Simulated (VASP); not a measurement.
# SrCl2 (I4/mmm) in VASP: a series of runs

The runs below take SrCl2 through single point, with r2SCAN.

Program: VASP 6.6.1. These are calculated values, not measurements. Logs are shortened: lines on timing, memory, paths and dates and some standing lists are left out, and cuts for length are marked.

## 1. The cell of the first run

Symmetry: I4/mmm, No. 139, tetragonal system. Conventional cell: a = 4.306 Å, b = 4.306 Å, c = 9.135 Å, α = 90.00°, β = 90.00°, γ = 90.00°. Within 4.1 Å of Sr (site symmetry 4/mmm) lie 8 Cl at 3.14 Å. Within 4.0 Å of Cl (site symmetry -4m2) lie 4 Cl at 3.04 Å and 4 Sr at 3.14 Å.

## 2. Single point, r2SCAN

POSCAR reads:

```
SrCl2
1.0
    0.0000000000      3.0448647098      4.5672970648
    3.0448647098      0.0000000000      4.5672970648
    3.0448647098      3.0448647098      0.0000000000
Sr Cl
1 2
Direct
    0.0000000000      0.0000000000      0.0000000000
    0.2500000000      0.2500000000      0.2500000000
    0.7500000000      0.7500000000      0.7500000000
```

INCAR.step1 reads:

```
SYSTEM = SrCl2
PREC = Accurate ; ENCUT = 520
ISMEAR = 0 ; SIGMA = 0.05
LREAL = .FALSE. ; LASPH = .TRUE.
NELM = 80 ; NBANDS = 19
GGA = PE ; ALGO = Normal
EDIFF = 1E-4 ; LWAVE = .TRUE.
LCHARG = .FALSE.
```

INCAR.step2 reads:

```
SYSTEM = SrCl2
PREC = Accurate ; ENCUT = 520
EDIFF = 1E-6 ; ISMEAR = 0
SIGMA = 0.05 ; LREAL = .FALSE.
LASPH = .TRUE. ; NELM = 80
ALGO = Normal ; ISIF = 2
LWAVE = .FALSE. ; LCHARG = .TRUE.
METAGGA = R2SCAN ; LMIXTAU = .TRUE.
LELF = .TRUE. ; LVHAR = .TRUE.
NBANDS = 19 ; ISTART = 1
```

KPOINTS reads:

```
regular mesh
0
G
  6 6 6
  0 0 0
```

Potentials or basis: VASP PAW PBE potentials, release 64 (Sr_sv, Cl).

Started as:

```sh
$ cat potpaw_PBE.64/Sr_sv/POTCAR potpaw_PBE.64/Cl/POTCAR > POTCAR
$ cp INCAR.step1 INCAR
$ mpirun -np 1 vasp_std > vasp.out
$ cp INCAR.step2 INCAR
$ mpirun -np 1 vasp_std > vasp.out
```

OUTCAR:

```text
SYSTEM = SrCl2
   PREC = Accurate
   ENCUT = 520
   EDIFF = 1E-6
   ISMEAR = 0
   LREAL = .FALSE.
   LASPH = .TRUE.
   NELM = 80
   ISIF = 2
   METAGGA = R2SCAN
   ISTART = 1

 ion  position               nearest neighbor table
   1  0.000  0.000  0.000-   3 3.14   3 3.14   3 3.14   2 3.14   2 3.14   2 3.14   3 3.14   2 3.14

   2  0.250  0.250  0.250-   1 3.14   1 3.14   1 3.14   1 3.14
   3  0.750  0.750  0.750-   1 3.14   1 3.14   1 3.14   1 3.14

  LATTYP: Found a body centered tetragonal cell.
 ALAT       =     4.3060889682
 C/A-ratio  =     2.1213203436

  Lattice vectors:

 A1 = (  -3.0448647098,   0.0000000000,   4.5672970648)
 A2 = (   3.0448647098,   0.0000000000,   4.5672970648)
 A3 = (   0.0000000000,   3.0448647098,  -4.5672970648)

Analysis of symmetry for initial positions (statically):
=====================================================================
 Subroutine PRICEL returns:
 Original cell was already a primitive cell.

 Routine SETGRP: Setting up the symmetry group for a
 body centered tetragonal supercell.

 Subroutine GETGRP returns: Found 16 space group operations
 (whereof 16 operations were pure point group operations)
 out of a pool of 16 trial point group operations.

The static configuration has the point symmetry D_4h.

Analysis of symmetry for dynamics (positions and initial velocities):
=====================================================================
 Subroutine PRICEL returns:
 Original cell was already a primitive cell.

 Routine SETGRP: Setting up the symmetry group for a
 body centered tetragonal supercell.

 Subroutine GETGRP returns: Found 16 space group operations
 (whereof 16 operations were pure point group operations)
 out of a pool of 16 trial point group operations.

The dynamic configuration has the point symmetry D_4h.

 Subroutine INISYM returns: Found 16 space group operations
 (whereof 16 operations are pure point group operations),
 and found     1 'primitive' translations

----------------------------------------------------------------------------------------

                                     Primitive cell

  volume of cell :      84.6887

  direct lattice vectors                    reciprocal lattice vectors
     0.000000000  3.044864710  4.567297065    -0.164210908  0.164210908  0.109473939
     3.044864710  0.000000000  4.567297065     0.164210908 -0.164210908  0.109473939
     3.044864710  3.044864710  0.000000000     0.164210908  0.164210908 -0.109473939

  length of vectors
     5.489207919  5.489207919  4.306088968     0.256739144  0.256739144  0.256739144

  position of ions in fractional coordinates (direct lattice)
     0.000000000  0.000000000  0.000000000
     0.250000000  0.250000000  0.250000000
     0.750000000  0.750000000  0.750000000

  ion indices of the primitive-cell ions
   primitive index   ion index
                 1           1
                 2           2
                 3           3

----------------------------------------------------------------------------------------

 KPOINTS: regular mesh

Automatic generation of k-mesh.
 Grid dimensions read from file:
 generate k-points for:    6    6    6

 Generating k-lattice:

  Cartesian coordinates                     Fractional coordinates (reciprocal lattice)
    -0.027368485  0.027368485  0.018245656     0.166666667 -0.000000000  0.000000000
     0.027368485 -0.027368485  0.018245656    -0.000000000  0.166666667  0.000000000
     0.027368485  0.027368485 -0.018245656     0.000000000  0.000000000  0.166666667

  Length of vectors
     0.042789857  0.042789857  0.042789857

  Shift w.r.t. Gamma in fractional coordinates (k-lattice)
     0.000000000  0.000000000  0.000000000

 Subroutine IBZKPT returns following result:
 ===========================================

 Found     30 irreducible k-points:

 Following reciprocal coordinates:
            Coordinates               Weight
  0.000000  0.000000  0.000000      1.000000
  0.166667 -0.000000  0.000000      8.000000
  0.333333  0.000000  0.000000      8.000000
  0.500000  0.000000  0.000000      4.000000
  0.166667  0.166667  0.000000      2.000000
  0.333333  0.166667  0.000000      8.000000
[... 16 lines left out ...]
  0.333333  0.000000  0.333333      4.000000
  0.500000  0.000000  0.333333     16.000000
 [... further k-points ...]
   k-points           NKPTS =     30   k-points in BZ     NKDIM =     30   number of bands    NBANDS=     19
   number of dos      NEDOS =    301   number of ions     NIONS =      3
   total plane-waves  NPLWV =  56448
   dimension x,y,z NGX =    42 NGY =   42 NGZ =   32
   dimension x,y,z NGXF=    84 NGYF=   84 NGZF=   64
   ions per type =               1   2
   NGX,Y,Z   is equivalent  to a cutoff of  12.72, 12.72, 12.35 a.u.
   NGXF,Y,Z  is equivalent  to a cutoff of  25.44, 25.44, 24.71 a.u.
 SYSTEM =  SrCl2
   PREC   = accura    normal or accurate (medium, high low for compatibility)
   ISTART =      1    job   : 0-new  1-cont  2-samecut
   ICHARG =      0    charge: 1-file 2-atom 10-const
   ISPIN  =      1    spin polarized calculation?
   LNONCOLLINEAR =      F non collinear calculations
   LSORBIT =      F    spin-orbit coupling
   LASPH  =      T    aspherical Exc in radial PAW
   ENCUT  =  520.0 eV  38.22 Ry    6.18 a.u.  10.21 10.21  8.01*2*pi/ulx,y,z
   NELM   =     80;   NELMIN=  2; NELMDL=  0     # of ELM steps
   EDIFF  = 0.1E-05   stopping-criterion for ELM
   LREAL  =      F    real-space projection
   EDIFFG = 0.1E-04   stopping-criterion for IOM
   NSW    =      0    number of steps for IOM
   IBRION =     -1    ionic relax: 0-MD 1-quasi-New 2-CG
   NFREE  =      0    steps in history (QN), initial steepest desc. (CG)
   ISIF   =      2    stress and relaxation
   ISYM   =      2    0-nonsym 1-usesym 2-fastsym
   POTIM  = 0.5000    time-step for ionic-motion
   TEBEG  =    0.0;   TEEND  =   0.0 temperature during run
   PSTRESS=    0.0 pullay stress
   NELECT =      24.0000    total number of electrons
   NUPDOWN=      -1.0000    fix difference up-down
   EMIN   =  10.00;   EMAX   =-10.00  energy-range for DOS
   EFERMI =   0.00;   METHOD = LEGACY
   ISMEAR =     0;   SIGMA  =   0.05  broadening in eV -4-tet -1-fermi 0-gaus
   EFERMI_NEDOS =   21; number of points for ismear=-14 and -15
   IALGO  =     38    algorithm
   IMIX   =      4    mixing-type and parameters
     AMIX     =   0.40;   BMIX     =  1.00
     AMIX_MAG =   1.60;   BMIX_MAG =  1.00
  volume/ion in A,a.u.               =      28.23       190.50
  Fermi-wavevector in a.u.,A,eV,Ry     =   1.075318  2.032056 15.732530  1.156308
  Thomas-Fermi vector in A             =   2.211171
   LORBIT       =      0    0 simple, 1 ext, 2 COOP (PROOUT), +10 PAW based schemes
   METAGGA = R2SCAN    functional components
   LHFCALC =     F    Hartree Fock is set to
   AEXX    =    0.0000 exact exchange contribution
   IVDW    =     0    specifies the selected vdW correction
   LEPSILON=     F    determine dielectric tensor
   LRPA    =     F    only Hartree local field effects (RPA)
 non-spin polarized calculation
 Gauss-broadening in eV      SIGMA  =   0.05
  energy-cutoff  :      520.00
  volume of cell :       84.69
 maximum number of plane-waves:      2304
 NGX is ok and might be reduce to    42
   NGX = 21   NGY = 21   NGZ = 17

 number of electron      23.9999998 magnetization

 Free energy of the ion-electron system (eV)
  ---------------------------------------------------
  ext. energy  EPLUGINS =         0.00000000
  ---------------------------------------------------
  free energy    TOTEN  =       -33.90666863 eV

  energy without entropy =      -33.90666863  energy(sigma->0) =      -33.90666863

 E-fermi :   2.1822     XC(G=0):  -8.7874

 val. band max:        1.9474370843   @ k =   0.5000   0.0000   0.5000
 cond. band min:       3.4911772386   @ k =   0.0000   0.0000   0.0000
 fundamental gap:      1.5437401544
 Fermi energy:         2.1821694487

 k-point     1 :       0.0000    0.0000    0.0000
  band No.  band energies     occupation
      1     -34.6972      2.00000
      2     -16.0798      2.00000
      3     -16.0798      2.00000
      4     -15.8848      2.00000
      5     -13.6420      2.00000
      6     -12.0521      2.00000
[... 11 lines left out ...]
     18       8.9875      0.00000
     19       9.0941      0.00000

 k-point     2 :       0.1667   -0.0000    0.0000
  band No.  band energies     occupation
      1     -34.6960      2.00000
      2     -16.1188      2.00000
      3     -16.0786      2.00000
      4     -15.8970      2.00000
      5     -13.5026      2.00000
      6     -12.1708      2.00000
[... 11 lines left out ...]
     18       8.7502      0.00000
     19       9.7624      0.00000

 k-point     3 :       0.3333    0.0000    0.0000
  band No.  band energies     occupation
      1     -34.6936      2.00000
      2     -16.1929      2.00000
      3     -16.0763      2.00000
      4     -15.9136      2.00000
      5     -13.1828      2.00000
      6     -12.4524      2.00000
[... 11 lines left out ...]
     18       8.6952      0.00000
     19       9.2233      0.00000

 k-point     4 :       0.5000    0.0000    0.0000
  band No.  band energies     occupation
      1     -34.6924      2.00000
      2     -16.2274      2.00000
      3     -16.0752      2.00000
      4     -15.9196      2.00000
      5     -12.9033      2.00000
      6     -12.7136      2.00000
[... 11 lines left out ...]
     18       8.9134      0.00000
     19       9.3364      0.00000

 k-point     5 :       0.1667    0.1667    0.0000
  band No.  band energies     occupation
      1     -34.6970      2.00000
      2     -16.0812      2.00000
      3     -16.0812      2.00000
      4     -15.9486      2.00000
      5     -13.5354      2.00000
      6     -12.0623      2.00000
[... 11 lines left out ...]
     18       8.2161      0.00000
     19       9.4561      0.00000

 k-point     6 :       0.3333    0.1667    0.0000
  band No.  band energies     occupation
      1     -34.6956      2.00000
      2     -16.1236      2.00000
      3     -16.0808      2.00000
      4     -15.9822      2.00000
      5     -13.3548      2.00000
      6     -12.1773      2.00000
[... 11 lines left out ...]
     18       8.1967      0.00000
     19      10.1609      0.00000

 k-point     7 :       0.5000    0.1667    0.0000
  band No.  band energies     occupation
      1     -34.6933      2.00000
      2     -16.1924      2.00000
      3     -16.0778      2.00000
      4     -15.9692      2.00000
      5     -13.0944      2.00000
      6     -12.4464      2.00000
[... 11 lines left out ...]
     18       8.7640      0.00000
     19       9.7879      0.00000

 k-point     8 :      -0.3333    0.1667    0.0000
  band No.  band energies     occupation
      1     -34.6924      2.00000
      2     -16.2227      2.00000
      3     -16.0752      2.00000
      4     -15.9260      2.00000
      5     -12.8582      2.00000
      6     -12.7577      2.00000
[... 256 lines left out ...]
 k-point    20 :      -0.3333    0.3333    0.1667
  band No.  band energies     occupation
      1     -34.6922      2.00000
      2     -16.1872      2.00000
      3     -16.1106      2.00000
      4     -15.9709      2.00000
      5     -13.0303      2.00000
      6     -12.4704      2.00000
[... 11 lines left out ...]
     18       9.1264      0.00000
     19      10.3294      0.00000

 k-point    21 :      -0.1667    0.3333    0.1667
  band No.  band energies     occupation
      1     -34.6913      2.00000
      2     -16.2214      2.00000
      3     -16.1062      2.00000
      4     -15.9129      2.00000
      5     -12.7974      2.00000
      6     -12.7897      2.00000
[... 11 lines left out ...]
     18       8.8740      0.00000
     19       9.3389      0.00000

 k-point    22 :      -0.3333    0.5000    0.1667
  band No.  band energies     occupation
      1     -34.6942      2.00000
      2     -16.1250      2.00000
      3     -16.1086      2.00000
      4     -16.0508      2.00000
      5     -13.1497      2.00000
      6     -12.2567      2.00000
[... 11 lines left out ...]
     18       8.9382      0.00000
     19      10.8939      0.00000

 k-point    23 :       0.3333    0.0000    0.3333
  band No.  band energies     occupation
      1     -34.6903      2.00000
      2     -16.2102      2.00000
      3     -16.1496      2.00000
      4     -15.8706      2.00000
      5     -12.9416      2.00000
      6     -12.6524      2.00000
[... 11 lines left out ...]
     18       8.9795      0.00000
     19      10.1725      0.00000

 k-point    24 :       0.5000    0.0000    0.3333
  band No.  band energies     occupation
      1     -34.6891      2.00000
      2     -16.2277      2.00000
      3     -16.1615      2.00000
      4     -15.8814      2.00000
      5     -12.8108      2.00000
      6     -12.7206      2.00000
[... 11 lines left out ...]
     18       9.2368      0.00000
     19       9.4458      0.00000

 [... further k-points ...]

------------------------ aborting loop because EDIFF is reached ----------------------------------------

  FORCE on cell =-STRESS in cart. coord.  units (eV):
  Direction    XX          YY          ZZ          XY          YZ          ZX
  --------------------------------------------------------------------------------------
  -------------------------------------------------------------------------------------
  Total        5.9327213      5.9327213     -9.0786860      0.0000000     -0.0000000     -0.0000000
  in kB      112.2378328    112.2378328   -171.7545769      0.0000000     -0.0000000     -0.0000000
  external PRESSURE =      17.5736962 kB  Pullay stress =       0.0000000 kB

 VOLUME and BASIS-vectors are now :
 -----------------------------------------------------------------------------
  energy-cutoff  :      520.00
  volume of cell :       84.69
      direct lattice vectors                 reciprocal lattice vectors
     0.000000000  3.044864710  4.567297065    -0.164210908  0.164210908  0.109473939
     3.044864710  0.000000000  4.567297065     0.164210908 -0.164210908  0.109473939
     3.044864710  3.044864710  0.000000000     0.164210908  0.164210908 -0.109473939

 POSITION                                       TOTAL-FORCE (eV/Angst)
 -----------------------------------------------------------------------------------
      0.00000      0.00000      0.00000        -0.000000      0.000000      0.000000
      1.52243      1.52243      2.28365        -0.000000      0.000000      0.000000
      4.56730      4.56730      6.85095         0.000000     -0.000000     -0.000000
 -----------------------------------------------------------------------------------
    total drift:                               -0.000000     -0.000000     -0.000000

  FREE ENERGIE OF THE ION-ELECTRON SYSTEM (eV)
  ---------------------------------------------------
  free  energy   TOTEN  =       -33.9066686321 eV

  energy  without entropy=      -33.9066686321  energy(sigma->0) =      -33.90666863
```

It took 2.5 min on 1 thread of Intel Xeon Platinum 8488C (Sapphire Rapids), shared host; peak memory 0.26 GiB.

Results:

- Free energy: -33.9067 eV
- Pressure: 1.8 GPa
- Band gap on the k mesh: 1.54 eV (least direct gap 2.03 eV)

Stress tensor (GPa, compression positive):
```
 11.22   0.00   0.00
  0.00  11.22   0.00
  0.00   0.00 -17.18
```

Caveat: the stress differs along the axes, from -17 to 11 GPa; the PAW data sets were made with another functional, which shifts forces and pressure a little.

[end of part 1 of 2]
